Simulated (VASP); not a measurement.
# W (Fm-3m) in VASP: a series of runs, part 2 of 2

VASP 6.6.1. The steps go on from the part before.

## (5) Single point, PBEsol

This run uses another cell than the first one, of 16.73 Å³/atom, 1.064 times its volume.

INCAR

```
PREC     = Accurate       # precision mode
ENCUT    = 520            # plane-wave cutoff, eV
EDIFF    = 1E-6           # SCF threshold, eV
ISMEAR   = 1              # smearing method
SIGMA    = 0.1            # smearing width, eV
LREAL    = F              # projectors in reciprocal space
LASPH    = T              # aspherical terms in the spheres
NELM     = 60             # most SCF steps
ALGO     = Normal         # electronic algorithm
ISIF     = 2              # what is computed and relaxed
LWAVE    = F              # write WAVECAR
LCHARG   = F              # write CHGCAR
GGA      = PS             # functional
NBANDS   = 13             # bands
```

KPOINTS

```
regular mesh
0
Gamma
  12 12 12
```

POSCAR

```
W
1.0
    0.0000000000      2.0300000000      2.0300000000
    2.0300000000      0.0000000000      2.0300000000
    2.0300000000      2.0300000000      0.0000000000
W
1
Direct
    0.0000000000      0.0000000000      0.0000000000
```

Potentials or basis: VASP PAW PBE potentials, release 64 (W_sv).

On the command line:

```sh
> cat potpaw_PBE.64/W_sv/POTCAR > POTCAR
> mpirun -np 1 vasp_std > vasp.out
```

OUTCAR:

```text
PREC = Accurate
   ENCUT = 520
   EDIFF = 1E-6
   ISMEAR = 1
   LREAL = F
   LASPH = T
   NELM = 60
   ISIF = 2
   GGA = PS

 ion  position               nearest neighbor table
   1  0.000  0.000  0.000-

  LATTYP: Found a face centered cubic cell.
 ALAT       =     4.0600000000

  Lattice vectors:

 A1 = (   0.0000000000,   2.0300000000,   2.0300000000)
 A2 = (   2.0300000000,   0.0000000000,   2.0300000000)
 A3 = (   2.0300000000,   2.0300000000,   0.0000000000)

Analysis of symmetry for initial positions (statically):
=====================================================================
 Subroutine PRICEL returns:
 Original cell was already a primitive cell.

 Routine SETGRP: Setting up the symmetry group for a
 face centered cubic supercell.

 Subroutine GETGRP returns: Found 48 space group operations
 (whereof 48 operations were pure point group operations)
 out of a pool of 48 trial point group operations.

The static configuration has the point symmetry O_h .

Analysis of symmetry for dynamics (positions and initial velocities):
=====================================================================
 Subroutine PRICEL returns:
[... 160 lines left out ...]
 fundamental gap:      0.0269570840
 Fermi energy:        10.0728340459

 k-point     1 :       0.0000    0.0000    0.0000
  band No.  band energies     occupation
      1     -63.6020      2.00000
      2     -27.2527      2.00000
      3     -27.2527      2.00000
      4     -27.2527      2.00000
      5       1.1511      2.00000
      6       9.5220      2.00000
      7       9.5220      2.00000
      8       9.5220      2.00000
      9      12.5536      0.00000
     10      12.5536      0.00000
     11      22.8574      0.00000
     12      27.9431      0.00000
     13      27.9431      0.00000
[... 354 lines left out ...]
  band No.  band energies     occupation
      1     -63.4947      2.00000
      2     -28.2332      2.00000
      3     -27.5981      2.00000
      4     -27.4383      2.00000
      5       5.5331      2.00000
      6       8.1522      2.00000
      7       9.5999      2.00000
      8      10.1596     -0.01071
      9      14.3941      0.00000
     10      16.7115      0.00000
     11      19.6399      0.00000
     12      24.6970      0.00000
     13      27.3969      0.00000

 [... further k-points ...]
[... 5 lines left out ...]
  --------------------------------------------------------------------------------------
  -------------------------------------------------------------------------------------
  Total       -1.3208318     -1.3208318     -1.3208318     -0.0000000      0.0000000     -0.0000000
  in kB     -126.4852794   -126.4852794   -126.4852794     -0.0000000      0.0000000     -0.0000000
  external PRESSURE =    -126.4852794 kB  Pullay stress =       0.0000000 kB

 VOLUME and BASIS-vectors are now :
 -----------------------------------------------------------------------------
  energy-cutoff  :      520.00
  volume of cell :       16.73
      direct lattice vectors                 reciprocal lattice vectors
     0.000000000  2.030000000  2.030000000    -0.246305419  0.246305419  0.246305419
     2.030000000  0.000000000  2.030000000     0.246305419 -0.246305419  0.246305419
     2.030000000  2.030000000  0.000000000     0.246305419  0.246305419 -0.246305419

 POSITION                                       TOTAL-FORCE (eV/Angst)
 -----------------------------------------------------------------------------------
      0.00000      0.00000      0.00000        -0.000000      0.000000      0.000000
 -----------------------------------------------------------------------------------
    total drift:                                0.000000     -0.000000     -0.000000

  FREE ENERGIE OF THE ION-ELECTRON SYSTEM (eV)
  ---------------------------------------------------
  free  energy   TOTEN  =       -13.2792434586 eV

  energy  without entropy=      -13.2780750737  energy(sigma->0) =      -13.27885400
```

OSZICAR:

```text
N       E                     dE             d eps       ncg     rms          rms(c)
DAV:   1     0.841969971124E+02    0.84197E+02   -0.74647E+03  1877   0.122E+03
DAV:   2    -0.123242461846E+02   -0.96521E+02   -0.92742E+02  2097   0.316E+02
DAV:   3    -0.139791803316E+02   -0.16549E+01   -0.16467E+01  2072   0.401E+01
DAV:   4    -0.139867576979E+02   -0.75774E-02   -0.75770E-02  2097   0.301E+00
DAV:   5    -0.139868272451E+02   -0.69547E-04   -0.69545E-04  2107   0.269E-01    0.190E+01
DAV:   6    -0.134176908564E+02    0.56914E+00   -0.49003E-01  2022   0.903E+00    0.713E+00
DAV:   7    -0.132843274857E+02    0.13336E+00   -0.21394E-01  2062   0.557E+00    0.557E-01
DAV:   8    -0.132793206777E+02    0.50068E-02   -0.43313E-03  1897   0.870E-01    0.696E-02
DAV:   9    -0.132792412439E+02    0.79434E-04   -0.10969E-04  2323   0.115E-01    0.342E-02
DAV:  10    -0.132792431787E+02   -0.19348E-05   -0.50180E-06  1987   0.283E-02    0.561E-03
DAV:  11    -0.132792434586E+02   -0.27993E-06   -0.14107E-07  1126   0.400E-03
   1 F= -.13279243E+02 E0= -.13278854E+02  d E =-.116838E-02
```

stdout:

```text
POSCAR found type information on POSCAR W
 POSCAR found :  1 types and       1 ions
 scaLAPACK will be used
 -----------------------------------------------------------------------------
|                                                                             |
|                                                                             |
|     You enforced a specific xc type in the INCAR file but a different       |
|     I HOPE YOU KNOW WHAT YOU ARE DOING!                                     |
|                                                                             |
 -----------------------------------------------------------------------------

 LDA part: xc-table for (Slater+PW92), standard interpolation
 POSCAR, INCAR and KPOINTS ok, starting setup
 FFT: planning ... GRIDC
 FFT: planning ... GRID_SOFT
 FFT: planning ... GRID
 WAVECAR not read
 entering main loop
```

Wall time 8.5 s (1 thread of Intel Xeon 6975P-C, shared host); peak memory 0.15 GiB.

Results:

| Item | Value |
| --- | --- |
| Free energy | -13.2792 eV |
| Pressure | -12.6 GPa |
| Band gap on the k mesh | zero (band 7 reaches 13.02 eV, above the bottom of band 8 at 9.52 eV) |

Caveat: the PAW data sets were made with another functional, which shifts forces and pressure a little; spin-orbit coupling is left out, which moves the levels of the heavy elements.

## (6) Single point, PBEsol

This run uses another cell than the first one, of 17.07 Å³/atom, 1.085 times its volume.

INCAR

```
SYSTEM = W
PREC = Accurate
ENCUT = 520
EDIFF = 1E-6
ISMEAR = 1
SIGMA = 0.1
LREAL = .False.
LASPH = .True.
NELM = 60
ALGO = Normal
ISIF = 2
LWAVE = .False.
LCHARG = .True.
GGA = PS
LELF = .True.
LVHAR = .True.
NBANDS = 13
```

KPOINTS

```
Automatic mesh
0
Gamma
  12 12 12
  0 0 0
```

POSCAR

```
W
1.0
    0.0000000000      2.0434441004      2.0434441004
    2.0434441004      0.0000000000      2.0434441004
    2.0434441004      2.0434441004      0.0000000000
W
1
Direct
    0.0000000000      0.0000000000      0.0000000000
```

Potentials or basis: VASP PAW PBE potentials, release 64 (W_sv).

On the command line:

```sh
> cat potpaw_PBE.64/W_sv/POTCAR > POTCAR
> mpirun -np 1 vasp_std > vasp.out
```

Run time: 8.5 s. Hardware: 1 thread of Intel Xeon 6975P-C, shared host; peak memory 0.15 GiB.

It converged, with:

```yaml
Free_energy: -13.2480 eV
Pressure: -17.4 GPa
Band_gap_on_the_k_mesh: zero (band 7 reaches 12.65 eV, above the bottom of band 8 at 9.28 eV)
```

Levels at points of the mesh, in eV from the Fermi level:
| k point | band 5 | band 6 | band 7 | band 8 | band 9 | band 10 |
| --- | --- | --- | --- | --- | --- | --- |
| (0.00, 0.00, 0.00) | -8.82 | -0.53 | -0.53 | -0.53 | 2.41 | 2.41 |
| (0.50, 0.00, 0.00) | -5.42 | -0.75 | -0.75 | 0.52 | 4.76 | 4.76 |
| (0.50, 0.50, 0.00) | -5.25 | -4.30 | 2.84 | 4.72 | 5.46 | 5.46 |

Caveat: the PAW data sets were made with another functional, which shifts forces and pressure a little; spin-orbit coupling is left out, which moves the levels of the heavy elements.

## (7) Overview

```tsv
cell	gap on the mesh (eV)	pressure (GPa)
a = 2.812 Å, angles 60.0°, 1 atom	none	4.9
a = 2.832 Å, angles 60.0°, 1 atom	none	-1.7
a = 2.852 Å, angles 60.0°, 1 atom	none	-7.5
a = 2.871 Å, angles 60.0°, 1 atom	none	-12.6
a = 2.890 Å, angles 60.0°, 1 atom	none	-17.4
```

Alike in all rows: task single point; level PBEsol; potentials or basis VASP PAW PBE potentials, release 64 (W_sv); no spin polarisation; k mesh 12 × 12 × 12; cutoff (eV) 520; smearing methfessel-paxton 0.1 eV.

Caveats: the PAW data sets were made with another functional, which shifts forces and pressure a little; spin-orbit coupling is left out, which moves the levels of the heavy elements.

Absolute energies hang on the potentials; compare differences alone.
